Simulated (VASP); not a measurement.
# BeS (F-43m) in VASP: notebook

Aim: see how the results for BeS move with the level of theory and the settings. Levels: LDA, PBEsol. Tasks: single point.

All numbers are computed with VASP 6.6.1; they aren't measurements. Logs are shortened: lines on timing, memory, paths and dates and some standing lists are left out, and cuts for length are marked.

## 1. The cell of the first run

It takes space group F-43m (No. 216, cubic). Conventional cell: a = 4.869 Å, b = 4.869 Å, c = 4.869 Å, α = 90.00°, β = 90.00°, γ = 90.00°. Be (site symmetry -43m) has 4 S at 2.11 Å within 2.8 Å. Within 2.8 Å of S (site symmetry -43m) lie 4 Be at 2.11 Å.

## 2. Single point, LDA

INCAR

```
SYSTEM = BeS
PREC = Accurate
ENCUT = 600
EDIFF = 1E-6
ISMEAR = 0
SIGMA = 0.01
LREAL = .False.
LASPH = .True.
NELM = 120
ALGO = Normal
ISIF = 2
LWAVE = .False.
LCHARG = .True.
LELF = .True.
LVHAR = .True.
NBANDS = 11
GGA_COMPAT = .False.
```

KPOINTS

```
Automatic mesh
0
Gamma
  6 6 6
  0 0 0
```

POSCAR

```
BeS
1.0
    0.0000000000      2.4343066366      2.4343066366
    2.4343066366      0.0000000000      2.4343066366
    2.4343066366      2.4343066366      0.0000000000
Be S
1 1
Direct
    0.0000000000      0.0000000000      0.0000000000
    0.2500000000      0.2500000000      0.2500000000
```

Potentials or basis: VASP PAW LDA potentials, release 64 (Be, S).

Launch:

```console
cat potpaw_LDA.64/Be/POTCAR potpaw_LDA.64/S/POTCAR > POTCAR
mpirun -np 1 vasp_std > vasp.out
```

OUTCAR:

```text
SYSTEM = BeS
   PREC = Accurate
   ENCUT = 600
   EDIFF = 1E-6
   ISMEAR = 0
   LREAL = .False.
   LASPH = .True.
   NELM = 120
   ISIF = 2

 ion  position               nearest neighbor table
   1  0.000  0.000  0.000-   2 2.11   2 2.11   2 2.11   2 2.11
   2  0.250  0.250  0.250-   1 2.11   1 2.11   1 2.11   1 2.11

  LATTYP: Found a face centered cubic cell.
 ALAT       =     4.8686132732

  Lattice vectors:

 A1 = (   0.0000000000,   2.4343066366,   2.4343066366)
 A2 = (   2.4343066366,   0.0000000000,   2.4343066366)
 A3 = (   2.4343066366,   2.4343066366,   0.0000000000)

Analysis of symmetry for initial positions (statically):
=====================================================================
 Subroutine PRICEL returns:
 Original cell was already a primitive cell.

 Routine SETGRP: Setting up the symmetry group for a
 face centered cubic supercell.

 Subroutine GETGRP returns: Found 24 space group operations
 (whereof 24 operations were pure point group operations)
 out of a pool of 48 trial point group operations.

The static configuration has the point symmetry T_d .

Analysis of symmetry for dynamics (positions and initial velocities):
=====================================================================
 Subroutine PRICEL returns:
 Original cell was already a primitive cell.

 Routine SETGRP: Setting up the symmetry group for a
 face centered cubic supercell.

 Subroutine GETGRP returns: Found 24 space group operations
 (whereof 24 operations were pure point group operations)
 out of a pool of 48 trial point group operations.

The dynamic configuration has the point symmetry T_d .

 Subroutine INISYM returns: Found 24 space group operations
 (whereof 24 operations are pure point group operations),
 and found     1 'primitive' translations

----------------------------------------------------------------------------------------

                                     Primitive cell

  volume of cell :      28.8507

  direct lattice vectors                    reciprocal lattice vectors
     0.000000000  2.434306637  2.434306637    -0.205397296  0.205397296  0.205397296
     2.434306637  0.000000000  2.434306637     0.205397296 -0.205397296  0.205397296
     2.434306637  2.434306637  0.000000000     0.205397296  0.205397296 -0.205397296

  length of vectors
     3.442629460  3.442629460  3.442629460     0.355758552  0.355758552  0.355758552

  position of ions in fractional coordinates (direct lattice)
     0.000000000  0.000000000  0.000000000
     0.250000000  0.250000000  0.250000000

  ion indices of the primitive-cell ions
   primitive index   ion index
                 1           1
                 2           2

----------------------------------------------------------------------------------------

 KPOINTS: Automatic mesh

Automatic generation of k-mesh.
 Grid dimensions read from file:
 generate k-points for:    6    6    6

 Generating k-lattice:

  Cartesian coordinates                     Fractional coordinates (reciprocal lattice)
    -0.034232883  0.034232883  0.034232883     0.166666667  0.000000000  0.000000000
     0.034232883 -0.034232883  0.034232883     0.000000000  0.166666667  0.000000000
     0.034232883  0.034232883 -0.034232883     0.000000000  0.000000000  0.166666667

  Length of vectors
     0.059293092  0.059293092  0.059293092

  Shift w.r.t. Gamma in fractional coordinates (k-lattice)
     0.000000000  0.000000000  0.000000000

 Subroutine IBZKPT returns following result:
 ===========================================

 Found     16 irreducible k-points:

 Following reciprocal coordinates:
            Coordinates               Weight
  0.000000  0.000000  0.000000      1.000000
  0.166667  0.000000  0.000000      8.000000
  0.333333  0.000000  0.000000      8.000000
  0.500000  0.000000  0.000000      4.000000
  0.166667  0.166667  0.000000      6.000000
  0.333333  0.166667  0.000000     24.000000
[... 8 lines left out ...]
 -0.333333  0.333333  0.166667     24.000000
 -0.333333  0.500000  0.166667     12.000000
   k-points           NKPTS =     16   k-points in BZ     NKDIM =     16   number of bands    NBANDS=     11
   number of dos      NEDOS =    301   number of ions     NIONS =      2
   total plane-waves  NPLWV =  21952
   dimension x,y,z NGX =    28 NGY =   28 NGZ =   28
   dimension x,y,z NGXF=    56 NGYF=   56 NGZF=   56
   ions per type =               1   1
   NGX,Y,Z   is equivalent  to a cutoff of  13.52, 13.52, 13.52 a.u.
   NGXF,Y,Z  is equivalent  to a cutoff of  27.04, 27.04, 27.04 a.u.
 SYSTEM =  BeS
   PREC   = accura    normal or accurate (medium, high low for compatibility)
   ISTART =      0    job   : 0-new  1-cont  2-samecut
   ICHARG =      2    charge: 1-file 2-atom 10-const
   ISPIN  =      1    spin polarized calculation?
   LNONCOLLINEAR =      F non collinear calculations
   LSORBIT =      F    spin-orbit coupling
   LASPH  =      T    aspherical Exc in radial PAW
   ENCUT  =  600.0 eV  44.10 Ry    6.64 a.u.   6.88  6.88  6.88*2*pi/ulx,y,z
   NELM   =    120;   NELMIN=  2; NELMDL= -5     # of ELM steps
   EDIFF  = 0.1E-05   stopping-criterion for ELM
   LREAL  =      F    real-space projection
   EDIFFG = 0.1E-04   stopping-criterion for IOM
   NSW    =      0    number of steps for IOM
   IBRION =     -1    ionic relax: 0-MD 1-quasi-New 2-CG
   NFREE  =      0    steps in history (QN), initial steepest desc. (CG)
   ISIF   =      2    stress and relaxation
   ISYM   =      2    0-nonsym 1-usesym 2-fastsym
   POTIM  = 0.5000    time-step for ionic-motion
   TEBEG  =    0.0;   TEEND  =   0.0 temperature during run
   PSTRESS=    0.0 pullay stress
   NELECT =       8.0000    total number of electrons
   NUPDOWN=      -1.0000    fix difference up-down
   EMIN   =  10.00;   EMAX   =-10.00  energy-range for DOS
   EFERMI =   0.00;   METHOD = LEGACY
   ISMEAR =     0;   SIGMA  =   0.01  broadening in eV -4-tet -1-fermi 0-gaus
   EFERMI_NEDOS =   21; number of points for ismear=-14 and -15
   IALGO  =     38    algorithm
   IMIX   =      4    mixing-type and parameters
     AMIX     =   0.40;   BMIX     =  1.00
     AMIX_MAG =   1.60;   BMIX_MAG =  1.00
  volume/ion in A,a.u.               =      14.43        97.35
  Fermi-wavevector in a.u.,A,eV,Ry     =   1.067545  2.017368 15.505913  1.139652
  Thomas-Fermi vector in A             =   2.203165
   LORBIT       =      0    0 simple, 1 ext, 2 COOP (PROOUT), +10 PAW based schemes
   GGA     = CA    functional components
   LHFCALC =     F    Hartree Fock is set to
   AEXX    =    0.0000 exact exchange contribution
   IVDW    =     0    specifies the selected vdW correction
   LEPSILON=     F    determine dielectric tensor
   LRPA    =     F    only Hartree local field effects (RPA)
 non-spin polarized calculation
 Gauss-broadening in eV      SIGMA  =   0.01
  energy-cutoff  :      600.00
  volume of cell :       28.85
 maximum number of plane-waves:       982
   NGX = 13   NGY = 13   NGZ = 13

 number of electron       7.9999999 magnetization

 Free energy of the ion-electron system (eV)
  ---------------------------------------------------
  ext. energy  EPLUGINS =         0.00000000
  ---------------------------------------------------
  free energy    TOTEN  =       -11.12310445 eV

  energy without entropy =      -11.12310445  energy(sigma->0) =      -11.12310445

 E-fermi :   4.0483     XC(G=0):  -9.9430

 val. band max:        3.9122837835   @ k =   0.0000   0.0000   0.0000
 cond. band min:       6.8394392963   @ k =   0.5000   0.5000   0.0000
 fundamental gap:      2.9271555128
 Fermi energy:         4.0483116694

 k-point     1 :       0.0000    0.0000    0.0000
  band No.  band energies     occupation
      1      -9.6670      2.00000
      2       3.9123      2.00000
      3       3.9123      2.00000
      4       3.9123      2.00000
      5       9.4585      0.00000
      6       9.4585      0.00000
      7       9.4585      0.00000
      8       9.4909      0.00000
      9      16.7002      0.00000
     10      16.7002      0.00000
     11      18.4222      0.00000

 k-point     2 :       0.1667    0.0000    0.0000
  band No.  band energies     occupation
      1      -9.3587      2.00000
      2       2.0180      2.00000
      3       3.5863      2.00000
      4       3.5863      2.00000
      5       9.3099      0.00000
      6      10.0194      0.00000
      7      10.0194      0.00000
      8      11.5448      0.00000
      9      15.7279      0.00000
     10      15.7279      0.00000
     11      18.0924      0.00000

 k-point     3 :       0.3333    0.0000    0.0000
  band No.  band energies     occupation
      1      -8.5890      2.00000
      2      -0.6393      2.00000
      3       3.0850      2.00000
      4       3.0850      2.00000
      5       9.2586      0.00000
      6      10.4442      0.00000
      7      10.4442      0.00000
      8      14.0046      0.00000
      9      16.4357      0.00000
     10      16.4357      0.00000
     11      17.8112      0.00000

 k-point     4 :       0.5000    0.0000    0.0000
  band No.  band energies     occupation
      1      -8.0670      2.00000
      2      -1.8593      2.00000
      3       2.8816      2.00000
      4       2.8816      2.00000
      5       9.2276      0.00000
      6      10.3496      0.00000
      7      10.3496      0.00000
      8      14.7723      0.00000
      9      18.7020      0.00000
     10      18.7432      0.00000
     11      18.7432      0.00000
[... 127 lines left out ...]
 k-point    14 :       0.5000    0.3333    0.1667
  band No.  band energies     occupation
      1      -8.0216      2.00000
      2      -0.4586      2.00000
      3       0.9307      2.00000
      4       2.0018      2.00000
      5       9.5051      0.00000
      6      10.7764      0.00000
      7      11.5958      0.00000
      8      14.0147      0.00000
      9      16.3338      0.00000
     10      18.2613      0.00000
     11      20.3460      0.00000

 k-point    15 :      -0.3333    0.3333    0.1667
  band No.  band energies     occupation
      1      -7.6419      2.00000
      2      -0.9342      2.00000
      3       0.4834      2.00000
      4       1.5240      2.00000
      5       9.9285      0.00000
      6      10.7764      0.00000
      7      13.2365      0.00000
      8      13.9715      0.00000
      9      14.9334      0.00000
     10      19.1838      0.00000
     11      19.9827      0.00000

 k-point    16 :      -0.3333    0.5000    0.1667
  band No.  band energies     occupation
      1      -7.4896      2.00000
      2      -0.6518      2.00000
      3       0.5023      2.00000
      4       0.7122      2.00000
      5       8.8841      0.00000
      6      10.4544      0.00000
      7      13.7109      0.00000
      8      14.2392      0.00000
      9      18.0309      0.00000
     10      18.2208      0.00000
     11      20.7362      0.00000

------------------------ aborting loop because EDIFF is reached ----------------------------------------

  FORCE on cell =-STRESS in cart. coord.  units (eV):
  Direction    XX          YY          ZZ          XY          YZ          ZX
  --------------------------------------------------------------------------------------
  -------------------------------------------------------------------------------------
  Total       -0.7401779     -0.7401779     -0.7401779      0.0000000      0.0000000     -0.0000000
  in kB      -41.1046388    -41.1046388    -41.1046388      0.0000000      0.0000000     -0.0000000
  external PRESSURE =     -41.1046388 kB  Pullay stress =       0.0000000 kB

 VOLUME and BASIS-vectors are now :
 -----------------------------------------------------------------------------
  energy-cutoff  :      600.00
  volume of cell :       28.85
      direct lattice vectors                 reciprocal lattice vectors
     0.000000000  2.434306637  2.434306637    -0.205397296  0.205397296  0.205397296
     2.434306637  0.000000000  2.434306637     0.205397296 -0.205397296  0.205397296
     2.434306637  2.434306637  0.000000000     0.205397296  0.205397296 -0.205397296

 POSITION                                       TOTAL-FORCE (eV/Angst)
 -----------------------------------------------------------------------------------
      0.00000      0.00000      0.00000        -0.000000      0.000000      0.000000
      1.21715      1.21715      1.21715         0.000000     -0.000000     -0.000000
 -----------------------------------------------------------------------------------
    total drift:                               -0.000000     -0.000000      0.000000

  FREE ENERGIE OF THE ION-ELECTRON SYSTEM (eV)
  ---------------------------------------------------
  free  energy   TOTEN  =       -11.1231044465 eV

  energy  without entropy=      -11.1231044465  energy(sigma->0) =      -11.12310445
```

It took 3.9 s on 1 thread of AMD EPYC 9R45 (Zen 5), shared host; peak memory 0.1 GiB.

Results:

- Free energy: -11.1231 eV
- Pressure: -4.1 GPa
- Band gap on the k mesh: 2.93 eV (least direct gap 5.55 eV)

Caveat: the cell stands under tension. A k mesh can miss the band edges.

## 3. Single point, PBEsol

INCAR

```
SYSTEM = BeS
PREC = Accurate ; ENCUT = 600
EDIFF = 1E-6 ; ISMEAR = 0
SIGMA = 0.01 ; LREAL = .FALSE.
LASPH = .TRUE. ; NELM = 120
ALGO = Normal ; ISIF = 2
LWAVE = .FALSE. ; LCHARG = .TRUE.
GGA = PS ; LELF = .TRUE.
LVHAR = .TRUE. ; NBANDS = 11
GGA_COMPAT = .FALSE.
```

KPOINTS

```
regular mesh
0
G
  6 6 6
  0 0 0
```

POSCAR is that of step 2.

Potentials or basis: VASP PAW PBE potentials, release 64 (Be, S).

Launch:

```console
cat potpaw_PBE.64/Be/POTCAR potpaw_PBE.64/S/POTCAR > POTCAR
mpirun -np 1 vasp_std > vasp.out
```

Run time: 4.7 s. Hardware: 1 thread of AMD EPYC 9R45 (Zen 5), shared host; peak memory 0.11 GiB.

Results (log left out):

| Item | Value |
| --- | --- |
| Free energy | -10.5591 eV |
| Pressure | -1.6 GPa |
| Band gap on the k mesh | 2.95 eV (least direct gap 5.59 eV) |

Levels at points of the mesh, in eV from the valence-band top:
```tsv
k point	band 1	band 2	band 3	band 4	band 5	band 6	band 7	band 8
(0.00, 0.00, 0.00)	-13.64	0.00	0.00	0.00	5.61	5.61	5.61	5.61
(0.50, 0.00, 0.00)	-12.04	-5.79	-1.03	-1.03	5.34	6.48	6.48	10.92
(0.50, 0.50, 0.00)	-11.50	-5.01	-2.63	-2.63	2.95	4.82	12.65	12.65
```

Caveat: the PAW data sets were made with another functional, which shifts forces and pressure a little.
